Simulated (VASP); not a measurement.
# Sr (Fm-3m) in VASP: single point with LDA

Aim: the single point of Sr with LDA.

All numbers are computed with VASP 6.6.1; they aren't measurements. Logs are shortened: lines on timing, memory, paths and dates and some standing lists are left out, and cuts for length are marked.

## (1) The cell of the first run

Symmetry: Fm-3m, No. 225, cubic system. The conventional cell has a = 6.204 Å, b = 6.204 Å, c = 6.204 Å, α = 90.00°, β = 90.00°, γ = 90.00°. Within 5.8 Å of Sr (site symmetry m-3m) lie 12 Sr at 4.39 Å.

## (2) Single point, LDA (volume scaled by 1.06)

INCAR

```
SYSTEM = Sr
PREC = Accurate ; ENCUT = 520
EDIFF = 1E-7 ; ISMEAR = -1
SIGMA = 0.08 ; LREAL = .FALSE.
LASPH = .TRUE. ; NELM = 60
ALGO = Normal ; ISIF = 2
LWAVE = .FALSE. ; LCHARG = .FALSE.
NBANDS = 11
```

KPOINTS

```
Automatic mesh
0
G
  10 10 10
  0 0 0
```

POSCAR

```
Sr
1.0
    0.0000000000      3.1020190703      3.1020190703
    3.1020190703      0.0000000000      3.1020190703
    3.1020190703      3.1020190703      0.0000000000
Sr
1
Direct
    0.0000000000      0.0000000000      0.0000000000
```

Potentials or basis: VASP PAW LDA potentials, release 64 (Sr_sv).

The run is started by

```console
$ cat potpaw_LDA.64/Sr_sv/POTCAR > POTCAR
$ mpirun -np 1 vasp_std > vasp.out
```

OUTCAR:

```text
SYSTEM = Sr
   PREC = Accurate
   ENCUT = 520
   EDIFF = 1E-7
   ISMEAR = -1
   LREAL = .FALSE.
   LASPH = .TRUE.
   NELM = 60
   ISIF = 2

 ion  position               nearest neighbor table
   1  0.000  0.000  0.000-

  LATTYP: Found a face centered cubic cell.
 ALAT       =     6.2040381406

  Lattice vectors:

 A1 = (   0.0000000000,   3.1020190703,   3.1020190703)
 A2 = (   3.1020190703,   0.0000000000,   3.1020190703)
 A3 = (   3.1020190703,   3.1020190703,   0.0000000000)

Analysis of symmetry for initial positions (statically):
=====================================================================
 Subroutine PRICEL returns:
 Original cell was already a primitive cell.

 Routine SETGRP: Setting up the symmetry group for a
 face centered cubic supercell.

 Subroutine GETGRP returns: Found 48 space group operations
 (whereof 48 operations were pure point group operations)
 out of a pool of 48 trial point group operations.

The static configuration has the point symmetry O_h .

Analysis of symmetry for dynamics (positions and initial velocities):
=====================================================================
 Subroutine PRICEL returns:
 Original cell was already a primitive cell.

 Routine SETGRP: Setting up the symmetry group for a
 face centered cubic supercell.

 Subroutine GETGRP returns: Found 48 space group operations
 (whereof 48 operations were pure point group operations)
 out of a pool of 48 trial point group operations.

The dynamic configuration has the point symmetry O_h .

 Subroutine INISYM returns: Found 48 space group operations
 (whereof 48 operations are pure point group operations),
 and found     1 'primitive' translations

----------------------------------------------------------------------------------------

                                     Primitive cell

  volume of cell :      59.6985

  direct lattice vectors                    reciprocal lattice vectors
     0.000000000  3.102019070  3.102019070    -0.161185340  0.161185340  0.161185340
     3.102019070  0.000000000  3.102019070     0.161185340 -0.161185340  0.161185340
     3.102019070  3.102019070  0.000000000     0.161185340  0.161185340 -0.161185340

  length of vectors
     4.386917440  4.386917440  4.386917440     0.279181199  0.279181199  0.279181199

  position of ions in fractional coordinates (direct lattice)
     0.000000000  0.000000000  0.000000000

  ion indices of the primitive-cell ions
   primitive index   ion index
                 1           1

----------------------------------------------------------------------------------------

 KPOINTS: Automatic mesh

Automatic generation of k-mesh.
 Grid dimensions read from file:
 generate k-points for:   10   10   10

 Generating k-lattice:

  Cartesian coordinates                     Fractional coordinates (reciprocal lattice)
    -0.016118534  0.016118534  0.016118534     0.100000000  0.000000000  0.000000000
     0.016118534 -0.016118534  0.016118534     0.000000000  0.100000000  0.000000000
     0.016118534  0.016118534 -0.016118534     0.000000000  0.000000000  0.100000000

  Length of vectors
     0.027918120  0.027918120  0.027918120

  Shift w.r.t. Gamma in fractional coordinates (k-lattice)
     0.000000000  0.000000000  0.000000000

 Subroutine IBZKPT returns following result:
 ===========================================

 Found     47 irreducible k-points:

 Following reciprocal coordinates:
            Coordinates               Weight
  0.000000  0.000000  0.000000      1.000000
  0.100000  0.000000  0.000000      8.000000
  0.200000  0.000000  0.000000      8.000000
  0.300000  0.000000  0.000000      8.000000
  0.400000  0.000000  0.000000      8.000000
  0.500000  0.000000  0.000000      4.000000
[... 16 lines left out ...]
  0.300000  0.300000  0.000000      6.000000
  0.400000  0.300000  0.000000     24.000000
 [... further k-points ...]
   k-points           NKPTS =     47   k-points in BZ     NKDIM =     47   number of bands    NBANDS=     11
   number of dos      NEDOS =    301   number of ions     NIONS =      1
   total plane-waves  NPLWV =  46656
   dimension x,y,z NGX =    36 NGY =   36 NGZ =   36
   dimension x,y,z NGXF=    72 NGYF=   72 NGZF=   72
   ions per type =               1
   NGX,Y,Z   is equivalent  to a cutoff of  13.64, 13.64, 13.64 a.u.
   NGXF,Y,Z  is equivalent  to a cutoff of  27.29, 27.29, 27.29 a.u.
 SYSTEM =  Sr
   PREC   = accura    normal or accurate (medium, high low for compatibility)
   ISTART =      0    job   : 0-new  1-cont  2-samecut
   ICHARG =      2    charge: 1-file 2-atom 10-const
   ISPIN  =      1    spin polarized calculation?
   LNONCOLLINEAR =      F non collinear calculations
   LSORBIT =      F    spin-orbit coupling
   LASPH  =      T    aspherical Exc in radial PAW
   ENCUT  =  520.0 eV  38.22 Ry    6.18 a.u.   8.16  8.16  8.16*2*pi/ulx,y,z
   NELM   =     60;   NELMIN=  2; NELMDL= -5     # of ELM steps
   EDIFF  = 0.1E-06   stopping-criterion for ELM
   LREAL  =      F    real-space projection
   EDIFFG = 0.1E-05   stopping-criterion for IOM
   NSW    =      0    number of steps for IOM
   IBRION =     -1    ionic relax: 0-MD 1-quasi-New 2-CG
   NFREE  =      0    steps in history (QN), initial steepest desc. (CG)
   ISIF   =      2    stress and relaxation
   ISYM   =      2    0-nonsym 1-usesym 2-fastsym
   POTIM  = 0.5000    time-step for ionic-motion
   TEBEG  =    0.0;   TEEND  =   0.0 temperature during run
   PSTRESS=    0.0 pullay stress
   NELECT =      10.0000    total number of electrons
   NUPDOWN=      -1.0000    fix difference up-down
   EMIN   =  10.00;   EMAX   =-10.00  energy-range for DOS
   EFERMI =   0.00;   METHOD = LEGACY
   ISMEAR =    -1;   SIGMA  =   0.08  broadening in eV -4-tet -1-fermi 0-gaus
   EFERMI_NEDOS =   21; number of points for ismear=-14 and -15
   IALGO  =     38    algorithm
   IMIX   =      4    mixing-type and parameters
     AMIX     =   0.40;   BMIX     =  1.00
     AMIX_MAG =   1.60;   BMIX_MAG =  1.00
  volume/ion in A,a.u.               =      59.70       402.87
  Fermi-wavevector in a.u.,A,eV,Ry     =   0.902444  1.705372 11.080661  0.814406
  Thomas-Fermi vector in A             =   2.025648
   LORBIT       =      0    0 simple, 1 ext, 2 COOP (PROOUT), +10 PAW based schemes
   GGA     = CA    functional components
   LHFCALC =     F    Hartree Fock is set to
   AEXX    =    0.0000 exact exchange contribution
   IVDW    =     0    specifies the selected vdW correction
   LEPSILON=     F    determine dielectric tensor
   LRPA    =     F    only Hartree local field effects (RPA)
 non-spin polarized calculation
  energy-cutoff  :      520.00
  volume of cell :       59.70
 maximum number of plane-waves:      1639
 NGX is ok and might be reduce to    36
   NGX = 17   NGY = 17   NGZ = 17

 number of electron      10.0000000 magnetization

 Free energy of the ion-electron system (eV)
  ---------------------------------------------------
  ext. energy  EPLUGINS =         0.00000000
  ---------------------------------------------------
  free energy    TOTEN  =        -1.83068307 eV

  energy without entropy =       -1.80165850  energy(sigma->0) =       -1.81617079

 E-fermi :   1.1493     XC(G=0):  -7.3050

 val. band max:        1.0874952018   @ k =  -0.4000   0.3000   0.0000
 cond. band min:       1.1622605849   @ k =  -0.3000   0.4000   0.1000
 fundamental gap:      0.0747653831
 Fermi energy:         1.1493411770

 k-point     1 :       0.0000    0.0000    0.0000
  band No.  band energies     occupation
      1     -35.4727      2.00000
      2     -17.4673      2.00000
      3     -17.4673      2.00000
      4     -17.4673      2.00000
      5      -2.3823      2.00000
      6       3.2994      0.00000
      7       3.2994      0.00000
      8       3.2994      0.00000
      9       4.6220      0.00000
     10       4.6220      0.00000
     11       8.0845      0.00000

 k-point     2 :       0.1000    0.0000    0.0000
  band No.  band energies     occupation
      1     -35.4718      2.00000
      2     -17.4818      2.00000
      3     -17.4693      2.00000
      4     -17.4693      2.00000
      5      -2.2327      2.00000
      6       3.0860      0.00000
      7       3.3671      0.00000
      8       3.3671      0.00000
      9       4.5411      0.00000
     10       4.5411      0.00000
     11       8.4438      0.00000

 k-point     3 :       0.2000    0.0000    0.0000
  band No.  band energies     occupation
      1     -35.4694      2.00000
      2     -17.5196      2.00000
      3     -17.4746      2.00000
      4     -17.4746      2.00000
      5      -1.8027      2.00000
      6       2.6036      0.00000
      7       3.4629      0.00000
      8       3.4629      0.00000
      9       4.4889      0.00000
     10       4.4889      0.00000
     11       8.0466      0.00000

 k-point     4 :       0.3000    0.0000    0.0000
  band No.  band energies     occupation
      1     -35.4664      2.00000
      2     -17.5656      2.00000
      3     -17.4810      2.00000
      4     -17.4810      2.00000
      5      -1.1536      2.00000
      6       2.0573      0.00002
      7       3.3802      0.00000
      8       3.3802      0.00000
      9       4.7862      0.00000
     10       4.7862      0.00000
     11       7.1296      0.00000

 k-point     5 :       0.4000    0.0000    0.0000
  band No.  band energies     occupation
      1     -35.4640      2.00000
      2     -17.6023      2.00000
      3     -17.4863      2.00000
      4     -17.4863      2.00000
      5      -0.4184      2.00000
      6       1.5240      0.01833
      7       3.2321      0.00000
      8       3.2321      0.00000
      9       5.2913      0.00000
     10       5.2913      0.00000
     11       6.4084      0.00000

 k-point     6 :       0.5000    0.0000    0.0000
  band No.  band energies     occupation
      1     -35.4631      2.00000
      2     -17.6162      2.00000
      3     -17.4883      2.00000
      4     -17.4883      2.00000
      5       0.0189      2.00000
      6       1.1937      0.72976
      7       3.1701      0.00000
      8       3.1701      0.00000
      9       5.5668      0.00000
     10       5.5668      0.00000
     11       6.1085      0.00000

 k-point     7 :       0.1000    0.1000    0.0000
  band No.  band energies     occupation
      1     -35.4715      2.00000
      2     -17.4814      2.00000
      3     -17.4726      2.00000
      4     -17.4726      2.00000
      5      -2.1829      2.00000
      6       3.0328      0.00000
      7       3.3952      0.00000
      8       3.3952      0.00000
      9       4.3008      0.00000
     10       4.6984      0.00000
     11       8.5784      0.00000

 k-point     8 :       0.2000    0.1000    0.0000
  band No.  band energies     occupation
      1     -35.4696      2.00000
      2     -17.5094      2.00000
      3     -17.4788      2.00000
      4     -17.4765      2.00000
      5      -1.8462      2.00000
      6       2.6769      0.00000
      7       3.4748      0.00000
      8       3.5078      0.00000
      9       4.0738      0.00000
     10       4.7548      0.00000
     11       8.6077      0.00000
[... 141 lines left out ...]
 k-point    19 :       0.5000    0.2000    0.0000
  band No.  band energies     occupation
      1     -35.4620      2.00000
      2     -17.5964      2.00000
      3     -17.5175      2.00000
      4     -17.5001      2.00000
      5       0.2753      1.99996
      6       1.3643      0.12743
      7       2.5333      0.00000
      8       3.6422      0.00000
      9       5.1599      0.00000
     10       5.6212      0.00000
     11       5.9415      0.00000

 k-point    20 :      -0.4000    0.2000    0.0000
  band No.  band energies     occupation
      1     -35.4618      2.00000
      2     -17.5968      2.00000
      3     -17.5252      2.00000
      4     -17.4958      2.00000
      5       0.4758      1.99956
      6       1.2657      0.37869
      7       2.4614      0.00000
      8       3.5837      0.00000
      9       5.2191      0.00000
     10       5.2907      0.00000
     11       6.2369      0.00000

 k-point    21 :      -0.3000    0.2000    0.0000
  band No.  band energies     occupation
      1     -35.4631      2.00000
      2     -17.5810      2.00000
      3     -17.5234      2.00000
      4     -17.4883      2.00000
      5      -0.1977      2.00000
      6       1.7897      0.00067
      7       2.4820      0.00000
      8       3.6444      0.00000
      9       4.5958      0.00000
     10       5.7301      0.00000
     11       6.4894      0.00000

 k-point    22 :      -0.2000    0.2000    0.0000
  band No.  band energies     occupation
      1     -35.4654      2.00000
      2     -17.5584      2.00000
      3     -17.5092      2.00000
      4     -17.4804      2.00000
      5      -0.9188      2.00000
      6       2.1415      0.00001
      7       2.8245      0.00000
      8       3.8041      0.00000
      9       4.0694      0.00000
     10       5.4101      0.00000
     11       7.3427      0.00000

 k-point    23 :       0.3000    0.3000    0.0000
  band No.  band energies     occupation
      1     -35.4643      2.00000
      2     -17.5611      2.00000
      3     -17.5034      2.00000
      4     -17.5034      2.00000
      5      -0.7603      2.00000
      6       1.9651      0.00007
      7       2.7557      0.00000
      8       4.2092      0.00000
      9       4.2092      0.00000
     10       5.1990      0.00000
     11       8.4839      0.00000

 k-point    24 :       0.4000    0.3000    0.0000
  band No.  band energies     occupation
      1     -35.4624      2.00000
      2     -17.5810      2.00000
      3     -17.5142      2.00000
      4     -17.5096      2.00000
      5      -0.2121      2.00000
      6       1.7589      0.00098
      7       2.4092      0.00000
      8       4.3426      0.00000
      9       4.6580      0.00000
     10       5.4828      0.00000
     11       6.8922      0.00000

 [... further k-points ...]
[... 5 lines left out ...]
  --------------------------------------------------------------------------------------
  -------------------------------------------------------------------------------------
  Total       -0.7372707     -0.7372707     -0.7372707      0.0000000      0.0000000     -0.0000000
  in kB      -19.7867357    -19.7867357    -19.7867357      0.0000000      0.0000000     -0.0000000
  external PRESSURE =     -19.7867357 kB  Pullay stress =       0.0000000 kB

 VOLUME and BASIS-vectors are now :
 -----------------------------------------------------------------------------
  energy-cutoff  :      520.00
  volume of cell :       59.70
      direct lattice vectors                 reciprocal lattice vectors
     0.000000000  3.102019070  3.102019070    -0.161185340  0.161185340  0.161185340
     3.102019070  0.000000000  3.102019070     0.161185340 -0.161185340  0.161185340
     3.102019070  3.102019070  0.000000000     0.161185340  0.161185340 -0.161185340

 POSITION                                       TOTAL-FORCE (eV/Angst)
 -----------------------------------------------------------------------------------
      0.00000      0.00000      0.00000         0.000000      0.000000      0.000000
 -----------------------------------------------------------------------------------
    total drift:                               -0.000000      0.000000      0.000000

  FREE ENERGIE OF THE ION-ELECTRON SYSTEM (eV)
  ---------------------------------------------------
  free  energy   TOTEN  =        -1.8306830709 eV

  energy  without entropy=       -1.8016585005  energy(sigma->0) =       -1.81617079
```

Wall time 15 s (1 thread of Intel Xeon Platinum 8488C (Sapphire Rapids), shared host); peak memory 0.17 GiB.

What came out:

| Quantity | Value |
| --- | --- |
| Free energy | -1.8307 eV |
| Pressure | -2.0 GPa |
| Band gap on the k mesh | zero (band 5 reaches 1.23 eV, above the bottom of band 6 at 1.17 eV) |

Levels at points of the mesh, in eV from the Fermi level:
| k point | band 2 | band 3 | band 4 | band 5 | band 6 | band 7 | band 8 | band 9 |
| --- | --- | --- | --- | --- | --- | --- | --- | --- |
| (0.00, 0.00, 0.00) | -18.62 | -18.62 | -18.62 | -3.53 | 2.15 | 2.15 | 2.15 | 3.47 |
| (0.50, 0.00, 0.00) | -18.77 | -18.64 | -18.64 | -1.13 | 0.04 | 2.02 | 2.02 | 4.42 |
| (0.50, 0.50, 0.00) | -18.76 | -18.67 | -18.67 | -0.58 | 0.35 | 0.94 | 4.42 | 4.69 |
